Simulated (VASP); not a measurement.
# Mo2W (P-3m1) in VASP: further runs, part 3 of 3

VASP 6.6.1. The steps go on from the part before.

## 6. Single point, PBE

Input file INCAR:

```
SYSTEM = Mo2W
  ALGO = Fast
  EDIFF = 1E-7
  ENCUT = 520
  GGA = PE
  ISIF = 2
  ISMEAR = 0
  LASPH = .TRUE.
  LCHARG = .FALSE.
  LREAL = .FALSE.
  LWAVE = .FALSE.
  NBANDS = 28
  NELM = 60
  PREC = Accurate
  SIGMA = 0.1
```

Input file KPOINTS:

```
k-points
0
G
  12 12 16
  0 0 0
```

Input file POSCAR:

```
Mo2W
1.0
    4.4810228720      0.0000000000      0.0000000000
   -2.2405114360      3.8806796421      0.0000000000
    0.0000000000      0.0000000000      2.7439341419
Mo W
2 1
Direct
    0.3333333333      0.6666666667      0.3353327027
    0.6666666667      0.3333333333      0.6646672973
    0.0000000000      0.0000000000      0.0000000000
```

Potentials or basis: VASP PAW PBE potentials, release 64 (Mo_sv, W_sv).

The run is started by

```
$ cat potpaw_PBE.64/Mo_sv/POTCAR potpaw_PBE.64/W_sv/POTCAR > POTCAR
$ mpirun -np 1 vasp_std > vasp.out
```

OUTCAR:

```text
SYSTEM = Mo2W
   EDIFF = 1E-7
   ENCUT = 520
   GGA = PE
   ISIF = 2
   ISMEAR = 0
   LASPH = .TRUE.
   LREAL = .FALSE.
   NELM = 60
   PREC = Accurate

 ion  position               nearest neighbor table
   1  0.333  0.667  0.335-   2 2.74   2 2.74   2 2.74   3 2.75   3 2.75   3 2.75   3 3.17   3 3.17
                             3 3.17   2 3.17   2 3.17   2 3.17
   2  0.667  0.333  0.665-   1 2.74   1 2.74   1 2.74   3 2.75   3 2.75   3 2.75   3 3.17   3 3.17
                             3 3.17   1 3.17   1 3.17   1 3.17
   3  0.000  0.000  0.000-   1 2.75   2 2.75   2 2.75   1 2.75   2 2.75   1 2.75   2 3.17   1 3.17
                             2 3.17   1 3.17   2 3.17   1 3.17

  LATTYP: Found a hexagonal cell.
 ALAT       =     4.4810228720
 C/A-ratio  =     0.6123454890

  Lattice vectors:

 A1 = (   4.4810228720,   0.0000000000,   0.0000000000)
 A2 = (  -2.2405114360,   3.8806796421,   0.0000000000)
 A3 = (   0.0000000000,   0.0000000000,   2.7439341419)

Analysis of symmetry for initial positions (statically):
=====================================================================
 Subroutine PRICEL returns:
[... 169 lines left out ...]
  ext. energy  EPLUGINS =         0.00000000
  ---------------------------------------------------
  free energy    TOTEN  =       -34.83912858 eV

  energy without entropy =      -34.83167880  energy(sigma->0) =      -34.83540369

 E-fermi :  12.0144     XC(G=0): -13.4046

 val. band max:       12.0097299752   @ k =  -0.0833   0.4167   0.3125
 cond. band min:      12.0328877799   @ k =  -0.0833   0.5000   0.1250
 fundamental gap:      0.0231578047
 Fermi energy:        12.0144220182

 k-point     1 :       0.0000    0.0000    0.0000
  band No.  band energies     occupation
      1     -62.0661      2.00000
      2     -49.1977      2.00000
      3     -49.0105      2.00000
      4     -26.3567      2.00000
      5     -26.3567      2.00000
      6     -25.8236      2.00000
[... 733 lines left out ...]
     27      14.8121      0.00000
     28      14.9408      0.00000

 [... further k-points ...]
[... 5 lines left out ...]
  --------------------------------------------------------------------------------------
  -------------------------------------------------------------------------------------
  Total        0.1504659      0.1504659      0.1513114      0.0000000      0.0000000      0.0000000
  in kB        5.0523098      5.0523098      5.0807013      0.0000000      0.0000000      0.0000000
  external PRESSURE =       5.0617736 kB  Pullay stress =       0.0000000 kB

 VOLUME and BASIS-vectors are now :
 -----------------------------------------------------------------------------
  energy-cutoff  :      520.00
  volume of cell :       47.72
      direct lattice vectors                 reciprocal lattice vectors
     4.481022872  0.000000000  0.000000000     0.223163333  0.128843410  0.000000000
    -2.240511436  3.880679642  0.000000000     0.000000000  0.257686821  0.000000000
     0.000000000  0.000000000  2.743934142     0.000000000  0.000000000  0.364440234

 POSITION                                       TOTAL-FORCE (eV/Angst)
 -----------------------------------------------------------------------------------
     -0.00000      2.58712      0.92013         0.000000      0.000000      0.002712
      2.24051      1.29356      1.82380        -0.000000      0.000000     -0.002712
      0.00000      0.00000      0.00000         0.000000      0.000000      0.000000
 -----------------------------------------------------------------------------------
    total drift:                               -0.000000     -0.000000      0.000000

  FREE ENERGIE OF THE ION-ELECTRON SYSTEM (eV)
  ---------------------------------------------------
  free  energy   TOTEN  =       -34.8391285800 eV

  energy  without entropy=      -34.8316788031  energy(sigma->0) =      -34.83540369
```

It took 4 min on 1 thread of AMD EPYC 9R45 (Zen 5), shared host; peak memory 0.37 GiB.

Results:

| Item | Value |
| --- | --- |
| Free energy | -34.8391 eV |
| Pressure | 0.5 GPa |
| Band gap on the k mesh | zero (band 21 reaches 13.97 eV, above the bottom of band 22 at 10.71 eV) |

Forces in eV/Å, atoms in the order of the input:
```
Mo   0.000  0.000  0.003
Mo   0.000  0.000 -0.003
W    0.000  0.000  0.000
```

Caveat: spin-orbit coupling is left out, which moves the levels of the heavy elements.

## 7. Single point, PBE

This run uses another cell than the first one: it holds 6 atoms, not 3.

Input file INCAR:

```
  PREC = Accurate
  ENCUT = 520
  EDIFF = 1E-7
  ISMEAR = 0
  SIGMA = 0.2
  LREAL = F
  LASPH = T
  NELM = 80
  ALGO = Fast
  ISIF = 2
  LWAVE = F
  LCHARG = F
  GGA = PE
  NBANDS = 51
```

Input file KPOINTS:

```
regular mesh
0
Gamma
  8 6 4
```

Input file POSCAR:

```
Mo2W
1.0
    0.0000000000      0.0000000000      2.7439341419
    4.4810228720      0.0000000000      0.0000000000
    0.0000000000      7.7613592842      0.0000000000
Mo W
4 2
Direct
    0.3353327027      0.0000000000      0.3333333333
    0.3353327027      0.5000000000      0.8333333333
    0.6646672973      0.5000000000      0.1666666667
    0.6646672973      1.0000000000      0.6666666667
    0.0000000000      0.5000000000      0.5000000000
    0.0000000000      0.0000000000      0.0000000000
```

The run is started by

```
$ cat potpaw_PBE.64/Mo_sv/POTCAR potpaw_PBE.64/W_sv/POTCAR > POTCAR
$ mpirun -np 1 vasp_std > vasp.out
```

Run time: 4.6 min. Hardware: 1 thread of AMD EPYC 9R45 (Zen 5), shared host; peak memory 0.36 GiB.

It converged, with:

* Free energy: -69.6937 eV
* Pressure: 0.6 GPa
* Largest force: 0.015 eV/Å
* Band gap on the k mesh: zero (band 42 reaches 13.27 eV, above the bottom of band 43 at 11.28 eV)

Forces on the atoms (eV/Å):
```
Mo   0.000  0.001  0.015
Mo   0.000  0.001  0.015
Mo   0.000 -0.001 -0.015
Mo   0.000 -0.001 -0.015
W    0.000  0.000  0.000
W    0.000  0.000  0.000
```

Stress tensor (GPa, compression positive):
```
-0.03  0.00  0.00
 0.00  0.03  0.27
 0.00  0.27  1.68
```

Levels at points of the mesh, in eV from the Fermi level:
| k point | band 40 | band 41 | band 42 | band 43 | band 44 | band 45 |
| --- | --- | --- | --- | --- | --- | --- |
| (0.00, 0.00, 0.00) | -1.29 | -1.29 | -1.27 | 0.78 | 1.04 | 1.28 |
| (0.50, 0.00, 0.00) | -1.77 | 1.11 | 1.28 | 1.52 | 1.81 | 1.97 |
| (0.00, 0.50, 0.00) | -0.78 | -0.76 | -0.76 | 1.16 | 1.16 | 1.23 |
| (0.50, 0.50, 0.00) | -1.12 | -0.71 | -0.71 | 0.25 | 0.25 | 0.93 |
| (0.00, 0.00, 0.50) | -1.58 | -0.65 | -0.65 | -0.37 | -0.37 | 1.15 |
| (0.50, 0.00, 0.50) | -0.61 | 1.23 | 1.23 | 1.40 | 1.40 | 1.91 |
| (0.00, 0.50, 0.50) | -2.24 | 0.78 | 0.78 | 1.04 | 1.04 | 1.28 |
| (0.50, 0.50, 0.50) | -1.77 | 1.11 | 1.11 | 1.28 | 1.28 | 1.52 |

Caveat: spin-orbit coupling is left out, which moves the levels of the heavy elements.

## 8. The runs side by side

| task | spin | cell | k mesh | cutoff (eV) | smearing | gap on the mesh (eV) | pressure (GPa) | largest force (eV/Å) |
| --- | --- | --- | --- | --- | --- | --- | --- | --- |
| single point | off | a = 4.486, b = 4.486, c = 2.733 Å, angles 90.0, 90.0, 120.0°, 3 atoms | 6 × 6 × 6 | 520 | gaussian 0.1 eV | none | 0.4 | 0.01 |
| single point | off | a = 4.650, b = 4.650, c = 2.847 Å, angles 90.0, 90.0, 120.0°, 3 atoms | 6 × 6 × 6 | 520 | gaussian 0.1 eV | none | -23.8 | 0.02 |
| relaxation of cell and atoms | off | relaxed from a = 4.650, b = 4.650, c = 2.847 Å, angles 90.0, 90.0, 120.0°, 3 atoms | 6 × 6 × 6 | 600 | gaussian 0.1 eV | none | 0.0 | 0.02 |
| single point | collinear, ferromagnetic start | a = 4.486, b = 4.486, c = 2.733 Å, angles 90.0, 90.0, 120.0°, 3 atoms | 6 × 6 × 6 | 520 | gaussian 0.1 eV | none | 0.4 | 0.01 |
| single point | off | a = 4.481, b = 4.481, c = 2.744 Å, angles 90.0, 90.0, 120.0°, 3 atoms | 12 × 12 × 16 | 520 | gaussian 0.1 eV | none | 0.5 | - |
| single point | off | a = 2.744, b = 4.481, c = 7.761 Å, 6 atoms | 8 × 6 × 4 | 520 | gaussian 0.2 eV | none | 0.6 | 0.02 |

Alike in all rows: level PBE; potentials or basis VASP PAW PBE potentials, release 64 (Mo_sv, W_sv).

Caveats: some runs use coarse meshes; spin-orbit coupling is left out, which moves the levels of the heavy elements.

Absolute energies hang on the potentials; compare differences alone.
